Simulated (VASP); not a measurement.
# CsPbCl3 (Pm-3m) in VASP: settings compared

CsPbCl3 is run at these levels: RPBE+D4, RPBE+D3(BJ), LDA, HSE06; tasks: single point, relaxation of cell and atoms.

All numbers are computed with VASP 6.6.1; they aren't measurements. Logs are shortened: lines on timing, memory, paths and dates and some standing lists are left out, and cuts for length are marked.

**1. The cell of the first run**

Symmetry: Pm-3m, No. 221, cubic system. The conventional cell has a = 5.737 Å, b = 5.737 Å, c = 5.737 Å, α = 90.00°, β = 90.00°, γ = 90.00°. Within 3.8 Å of Pb (site symmetry m-3m) lie 6 Cl at 2.87 Å. Within 5.3 Å of Cs (site symmetry m-3m) lie 12 Cl at 4.06 Å and 8 Pb at 4.97 Å. Within 3.8 Å of Cl (site symmetry 4/mmm) lie 2 Pb at 2.87 Å.

**2. Single point, RPBE+D4**

INCAR

```
SYSTEM = CsPbCl3
ALGO = Normal ; EDIFF = 1E-6
ENCUT = 520 ; GGA = RP
ISIF = 2 ; ISMEAR = -1
IVDW = 13 ; LASPH = .TRUE.
LCHARG = .FALSE. ; LREAL = .FALSE.
LWAVE = .FALSE. ; NBANDS = 30
NELM = 80 ; PREC = Accurate
SIGMA = 0.05
```

KPOINTS

```
k-points
0
G
  5 5 5
  0 0 0
```

POSCAR

```
CsPbCl3
1.0
    5.7367942544      0.0000000000      0.0000000000
    0.0000000000      5.7367942544      0.0000000000
    0.0000000000      0.0000000000      5.7367942544
Pb Cs Cl
1 1 3
Direct
    0.5000000000      0.5000000000      0.5000000000
    0.0000000000      0.0000000000      0.0000000000
    0.5000000000      0.0000000000      0.5000000000
    0.0000000000      0.5000000000      0.5000000000
    0.5000000000      0.5000000000      0.0000000000
```

Potentials or basis: VASP PAW PBE potentials, release 64 (Pb_d, Cs_sv, Cl).

On the command line:

```console
$ cat potpaw_PBE.64/Pb_d/POTCAR potpaw_PBE.64/Cs_sv/POTCAR potpaw_PBE.64/Cl/POTCAR > POTCAR
$ mpirun -np 1 vasp_std > vasp.out
```

OUTCAR:

```text
SYSTEM = CsPbCl3
   EDIFF = 1E-6
   ENCUT = 520
   GGA = RP
   ISIF = 2
   ISMEAR = -1
   IVDW = 13
   LASPH = .TRUE.
   LREAL = .FALSE.
   NELM = 80
   PREC = Accurate

 ion  position               nearest neighbor table
   1  0.500  0.500  0.500-   3 2.87   4 2.87   5 2.87   5 2.87   3 2.87   4 2.87
   2  0.000  0.000  0.000-
   3  0.500  0.000  0.500-   1 2.87   1 2.87
   4  0.000  0.500  0.500-   1 2.87   1 2.87
   5  0.500  0.500  0.000-   1 2.87   1 2.87

  LATTYP: Found a simple cubic cell.
 ALAT       =     5.7367942544

  Lattice vectors:

 A1 = (   5.7367942544,   0.0000000000,   0.0000000000)
 A2 = (   0.0000000000,   5.7367942544,   0.0000000000)
 A3 = (   0.0000000000,   0.0000000000,   5.7367942544)

Analysis of symmetry for initial positions (statically):
=====================================================================
 Subroutine PRICEL returns:
 Original cell was already a primitive cell.

 Routine SETGRP: Setting up the symmetry group for a
 simple cubic supercell.

 Subroutine GETGRP returns: Found 48 space group operations
 (whereof 48 operations were pure point group operations)
 out of a pool of 48 trial point group operations.

The static configuration has the point symmetry O_h .

Analysis of symmetry for dynamics (positions and initial velocities):
=====================================================================
 Subroutine PRICEL returns:
 Original cell was already a primitive cell.

 Routine SETGRP: Setting up the symmetry group for a
 simple cubic supercell.

 Subroutine GETGRP returns: Found 48 space group operations
 (whereof 48 operations were pure point group operations)
 out of a pool of 48 trial point group operations.

The dynamic configuration has the point symmetry O_h .

 Subroutine INISYM returns: Found 48 space group operations
 (whereof 48 operations are pure point group operations),
 and found     1 'primitive' translations

----------------------------------------------------------------------------------------

                                     Primitive cell

  volume of cell :     188.8025

  direct lattice vectors                    reciprocal lattice vectors
     5.736794254  0.000000000  0.000000000     0.174313381  0.000000000  0.000000000
     0.000000000  5.736794254  0.000000000     0.000000000  0.174313381  0.000000000
     0.000000000  0.000000000  5.736794254     0.000000000  0.000000000  0.174313381

  length of vectors
     5.736794254  5.736794254  5.736794254     0.174313381  0.174313381  0.174313381

  position of ions in fractional coordinates (direct lattice)
     0.500000000  0.500000000  0.500000000
     0.000000000  0.000000000  0.000000000
     0.500000000  0.000000000  0.500000000
     0.000000000  0.500000000  0.500000000
     0.500000000  0.500000000  0.000000000

  ion indices of the primitive-cell ions
   primitive index   ion index
                 1           1
                 2           2
                 3           3
                 4           4
                 5           5

----------------------------------------------------------------------------------------

 KPOINTS: k-points

Automatic generation of k-mesh.
 Grid dimensions read from file:
 generate k-points for:    5    5    5

 Generating k-lattice:

  Cartesian coordinates                     Fractional coordinates (reciprocal lattice)
     0.034862676  0.000000000  0.000000000     0.200000000  0.000000000  0.000000000
     0.000000000  0.034862676  0.000000000     0.000000000  0.200000000  0.000000000
     0.000000000  0.000000000  0.034862676     0.000000000  0.000000000  0.200000000

  Length of vectors
     0.034862676  0.034862676  0.034862676

  Shift w.r.t. Gamma in fractional coordinates (k-lattice)
     0.000000000  0.000000000  0.000000000

 Subroutine IBZKPT returns following result:
 ===========================================

 Found     10 irreducible k-points:

 Following reciprocal coordinates:
            Coordinates               Weight
  0.000000  0.000000  0.000000      1.000000
  0.200000  0.000000  0.000000      6.000000
  0.400000  0.000000  0.000000      6.000000
  0.200000  0.200000  0.000000     12.000000
  0.400000  0.200000  0.000000     24.000000
  0.400000  0.400000  0.000000     12.000000
  0.200000  0.200000  0.200000      8.000000
  0.400000  0.200000  0.200000     24.000000
  0.400000  0.400000  0.200000     24.000000
  0.400000  0.400000  0.400000      8.000000
   k-points           NKPTS =     10   k-points in BZ     NKDIM =     10   number of bands    NBANDS=     30
   number of dos      NEDOS =    301   number of ions     NIONS =      5
   total plane-waves  NPLWV = 110592
   dimension x,y,z NGX =    48 NGY =   48 NGZ =   48
   dimension x,y,z NGXF=    96 NGYF=   96 NGZF=   96
   ions per type =               1   1   3
   NGX,Y,Z   is equivalent  to a cutoff of  13.91, 13.91, 13.91 a.u.
   NGXF,Y,Z  is equivalent  to a cutoff of  27.82, 27.82, 27.82 a.u.
 SYSTEM =  CsPbCl3
   PREC   = accura    normal or accurate (medium, high low for compatibility)
   ISTART =      0    job   : 0-new  1-cont  2-samecut
   ICHARG =      2    charge: 1-file 2-atom 10-const
   ISPIN  =      1    spin polarized calculation?
   LNONCOLLINEAR =      F non collinear calculations
   LSORBIT =      F    spin-orbit coupling
   LASPH  =      T    aspherical Exc in radial PAW
   ENCUT  =  520.0 eV  38.22 Ry    6.18 a.u.  10.67 10.67 10.67*2*pi/ulx,y,z
   NELM   =     80;   NELMIN=  2; NELMDL= -5     # of ELM steps
   EDIFF  = 0.1E-05   stopping-criterion for ELM
   LREAL  =      F    real-space projection
   EDIFFG = 0.1E-04   stopping-criterion for IOM
   NSW    =      0    number of steps for IOM
   IBRION =     -1    ionic relax: 0-MD 1-quasi-New 2-CG
   NFREE  =      0    steps in history (QN), initial steepest desc. (CG)
   ISIF   =      2    stress and relaxation
   ISYM   =      2    0-nonsym 1-usesym 2-fastsym
   POTIM  = 0.5000    time-step for ionic-motion
   TEBEG  =    0.0;   TEEND  =   0.0 temperature during run
   PSTRESS=    0.0 pullay stress
   NELECT =      44.0000    total number of electrons
   NUPDOWN=      -1.0000    fix difference up-down
   EMIN   =  10.00;   EMAX   =-10.00  energy-range for DOS
   EFERMI =   0.00;   METHOD = LEGACY
   ISMEAR =    -1;   SIGMA  =   0.05  broadening in eV -4-tet -1-fermi 0-gaus
   EFERMI_NEDOS =   21; number of points for ismear=-14 and -15
   IALGO  =     38    algorithm
   IMIX   =      4    mixing-type and parameters
     AMIX     =   0.40;   BMIX     =  1.00
     AMIX_MAG =   1.60;   BMIX_MAG =  1.00
  volume/ion in A,a.u.               =      37.76       254.82
  Fermi-wavevector in a.u.,A,eV,Ry     =   1.007449  1.903803 13.809283  1.014954
  Thomas-Fermi vector in A             =   2.140255
   LORBIT       =      0    0 simple, 1 ext, 2 COOP (PROOUT), +10 PAW based schemes
   GGA     = RP    functional components
   LHFCALC =     F    Hartree Fock is set to
   AEXX    =    0.0000 exact exchange contribution
   IVDW    =    13    specifies the selected vdW correction
   LEPSILON=     F    determine dielectric tensor
   LRPA    =     F    only Hartree local field effects (RPA)
 non-spin polarized calculation
  energy-cutoff  :      520.00
  volume of cell :      188.80
 maximum number of plane-waves:      5105
 NGX is ok and might be reduce to    48
   NGX = 21   NGY = 21   NGZ = 21

 number of electron      44.0000012 magnetization

 Free energy of the ion-electron system (eV)
  ---------------------------------------------------
  ext. energy  EPLUGINS =         0.00000000
  ---------------------------------------------------
  free energy    TOTEN  =       -16.59933878 eV

  energy without entropy =      -16.59933878  energy(sigma->0) =      -16.59933878

 E-fermi :   1.6814     XC(G=0):  -7.2008

 val. band max:        0.6023874098   @ k =   0.4000   0.4000   0.4000
 cond. band min:       3.8123999976   @ k =   0.4000   0.4000   0.4000
 fundamental gap:      3.2100125878
 Fermi energy:         1.6814336057

 k-point     1 :       0.0000    0.0000    0.0000
  band No.  band energies     occupation
      1     -20.0069      2.00000
      2     -15.4728      2.00000
      3     -15.4728      2.00000
      4     -15.3253      2.00000
      5     -15.3253      2.00000
      6     -15.3253      2.00000
[... 22 lines left out ...]
     29       7.2365      0.00000
     30       7.2365      0.00000

 k-point     2 :       0.2000    0.0000    0.0000
  band No.  band energies     occupation
      1     -20.0065      2.00000
      2     -15.4727      2.00000
      3     -15.4495      2.00000
      4     -15.3257      2.00000
      5     -15.3257      2.00000
      6     -15.3253      2.00000
[... 22 lines left out ...]
     29       7.0155      0.00000
     30       7.5087      0.00000

 k-point     3 :       0.4000    0.0000    0.0000
  band No.  band energies     occupation
      1     -20.0058      2.00000
      2     -15.4727      2.00000
      3     -15.4108      2.00000
      4     -15.3262      2.00000
      5     -15.3262      2.00000
      6     -15.3253      2.00000
[... 22 lines left out ...]
     29       7.2798      0.00000
     30       8.1110      0.00000

 k-point     4 :       0.2000    0.2000    0.0000
  band No.  band energies     occupation
      1     -20.0061      2.00000
      2     -15.4613      2.00000
      3     -15.4371      2.00000
      4     -15.3260      2.00000
      5     -15.3256      2.00000
      6     -15.3256      2.00000
[... 22 lines left out ...]
     29       7.1841      0.00000
     30       7.6172      0.00000

 k-point     5 :       0.4000    0.2000    0.0000
  band No.  band energies     occupation
      1     -20.0054      2.00000
      2     -15.4575      2.00000
      3     -15.4012      2.00000
      4     -15.3265      2.00000
      5     -15.3262      2.00000
      6     -15.3256      2.00000
[... 22 lines left out ...]
     29       7.4285      0.00000
     30       7.8922      0.00000

 k-point     6 :       0.4000    0.4000    0.0000
  band No.  band energies     occupation
      1     -20.0047      2.00000
      2     -15.4433      2.00000
      3     -15.3741      2.00000
      4     -15.3270      2.00000
      5     -15.3262      2.00000
      6     -15.3262      2.00000
[... 22 lines left out ...]
     29       7.6768      0.00000
     30       7.7779      0.00000

 k-point     7 :       0.2000    0.2000    0.2000
  band No.  band energies     occupation
      1     -20.0057      2.00000
      2     -15.4370      2.00000
      3     -15.4370      2.00000
      4     -15.3260      2.00000
      5     -15.3260      2.00000
      6     -15.3260      2.00000
[... 22 lines left out ...]
     29       7.5039      0.00000
     30       7.5043      0.00000

 k-point     8 :       0.4000    0.2000    0.2000
  band No.  band energies     occupation
      1     -20.0050      2.00000
      2     -15.4370      2.00000
      3     -15.3966      2.00000
      4     -15.3265      2.00000
      5     -15.3265      2.00000
      6     -15.3260      2.00000
[... 22 lines left out ...]
     29       7.6505      0.00000
     30       7.8156      0.00000

 k-point     9 :       0.4000    0.4000    0.2000
  band No.  band energies     occupation
      1     -20.0044      2.00000
      2     -15.4174      2.00000
      3     -15.3741      2.00000
      4     -15.3270      2.00000
      5     -15.3265      2.00000
      6     -15.3265      2.00000
[... 22 lines left out ...]
     29       7.6114      0.00000
     30       7.6616      0.00000

 k-point    10 :       0.4000    0.4000    0.4000
  band No.  band energies     occupation
      1     -20.0038      2.00000
      2     -15.3740      2.00000
      3     -15.3740      2.00000
      4     -15.3270      2.00000
      5     -15.3270      2.00000
      6     -15.3270      2.00000
[... 22 lines left out ...]
     29       7.2522      0.00000
     30       8.0396      0.00000

------------------------ aborting loop because EDIFF is reached ----------------------------------------

  DFT-D4 for vdW energy calculation

  Edisp (eV):   -1.59466

  FORCE on cell =-STRESS in cart. coord.  units (eV):
  Direction    XX          YY          ZZ          XY          YZ          ZX
  --------------------------------------------------------------------------------------
  -------------------------------------------------------------------------------------
  Total      -0.05454    -0.05454    -0.05454    -0.00000    -0.00000     0.00000
  in kB      -0.46282    -0.46282    -0.46282    -0.00000    -0.00000     0.00000
  external pressure =       -0.46 kB  Pullay stress =        0.00 kB

 VOLUME and BASIS-vectors are now :
 -----------------------------------------------------------------------------
  energy-cutoff  :      520.00
  volume of cell :      188.80
      direct lattice vectors                 reciprocal lattice vectors
     5.736794254  0.000000000  0.000000000     0.174313381  0.000000000  0.000000000
     0.000000000  5.736794254  0.000000000     0.000000000  0.174313381  0.000000000
     0.000000000  0.000000000  5.736794254     0.000000000  0.000000000  0.174313381

 POSITION                                       TOTAL-FORCE (eV/Angst)
 -----------------------------------------------------------------------------------
      2.86840      2.86840      2.86840         0.000000      0.000000      0.000000
      0.00000      0.00000      0.00000         0.000000      0.000000      0.000000
      2.86840      0.00000      2.86840         0.000000      0.000000      0.000000
      0.00000      2.86840      2.86840         0.000000      0.000000      0.000000
      2.86840      2.86840      0.00000         0.000000      0.000000      0.000000
 -----------------------------------------------------------------------------------
    total drift:                                0.000000     -0.000000     -0.000000

  FREE ENERGIE OF THE ION-ELECTRON SYSTEM (eV)
  ---------------------------------------------------
  free  energy   TOTEN  =       -18.1939948993 eV

  energy  without entropy=      -18.1939948992  energy(sigma->0) =      -18.19399490
```

Wall time 54 s (1 thread of Intel Xeon 6975P-C, shared host); peak memory 0.34 GiB.

Results:

| Quantity | Value |
| --- | --- |
| Free energy | -18.1940 eV |
| Pressure | 0.0 GPa |
| Band gap on the k mesh | 3.21 eV, direct |
| Dispersion energy per atom | -0.319 eV |

Caveat: the PAW data sets were made with another functional, which shifts forces and pressure a little; spin-orbit coupling is left out, which moves the levels of the heavy elements. RPBE gaps usually lie below the measured ones, often by a third to a half.

(Continued in part 2 of 3.)
